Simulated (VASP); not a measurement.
## SiC: single point with r2SCAN+rVV10

SiC:

```
CELL_PARAMETERS angstrom
0.00000 2.17612 2.17612
2.17612 0.00000 2.17612
2.17612 2.17612 0.00000
ATOMIC_POSITIONS crystal
Si 0.00000 0.00000 0.00000
C 0.25000 0.25000 0.25000
```

```json
{
  "Program": "VASP 6.6.1",
  "Task": "single point",
  "Functional": "r2SCAN",
  "Dispersion": "rVV10",
  "Potentials or basis": "VASP PAW PBE potentials, release 64 (Si, C)",
  "Cutoff": "520 eV",
  "k mesh": "10 × 10 × 10",
  "Occupations": "fermi-dirac, width 0.03 eV",
  "Spin": "no spin polarisation",
  "Dipole correction": "no",
  "Further INCAR settings": "ALGO = Normal; EDIFF = 1e-06; NBANDS = 11"
}
```

The pressure is -0.1 GPa and the band gap on the k mesh is 1.69 eV, indirect (least direct gap 5.03 eV).

Levels at points of the mesh, in eV from the valence-band top:
```tsv
k point	band 1	band 2	band 3	band 4	band 5	band 6	band 7	band 8	band 9
(0.00, 0.00, 0.00)	-16.22	0.00	0.00	0.00	6.86	7.87	7.87	7.87	15.22
(0.50, 0.00, 0.00)	-12.58	-8.86	-1.11	-1.11	6.01	7.75	7.75	10.94	17.42
(0.50, 0.50, 0.00)	-11.11	-8.07	-3.35	-3.35	1.69	4.81	15.16	15.16	16.03
```

Wall time 110 s on 1 thread of Intel Xeon 8259CL, on a shared host, peak memory 0.21 GiB.

Caveat: the PAW data sets were made with another functional, which shifts forces and pressure a little. A k mesh can miss the band edges.
